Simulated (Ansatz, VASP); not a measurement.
GaSb3: VASP beside Ansatz

```xyz
4
Lattice="0.0000 3.6479 3.6479 3.6479 0.0000 3.6479 3.6479 3.6479 0.0000" Properties=species:S:1:pos:R:3 pbc="T T T"
Ga    0.0833    0.0000    0.0000
Sb    1.8239    1.8239    1.8239
Sb    5.4718    5.4718    5.4718
Sb    3.6479    3.6479    3.6479
```

Alike in both runs: task single point; functional PBE; dispersion D3(BJ); k mesh 12 × 12 × 12; occupations gaussian, width 0.15 eV; no spin polarisation.

```csv
,VASP,Ansatz
version,VASP 6.6.1,Ansatz 0.2.0
potentials or method,"VASP PAW PBE potentials, release 64 (Ga_d, Sb), cutoff 520 eV","scalar-relativistic, plane waves, PAW"
valence electrons in the cell,28,58
```

|  | VASP | Ansatz | Ansatz less VASP |
| --- | --- | --- | --- |
| gap on the k mesh at the Fermi level (eV) | none | none | - |
| pressure (GPa) | 0.3 | 0.4 | +0.08 |
| rms of the force components (eV/Å) | 0.052 | 0.052 | -0.0004 |

Atom by atom the forces differ by 0.000 eV/Å (rms over components). A gap of «none» marks a metal or a gap that the smearing closes. VASP's potentials hold 28 valence electrons a cell and Ansatz's 58, so a difference there can come from the potentials and not from the codes.

Neither program's run includes spin-orbit coupling.
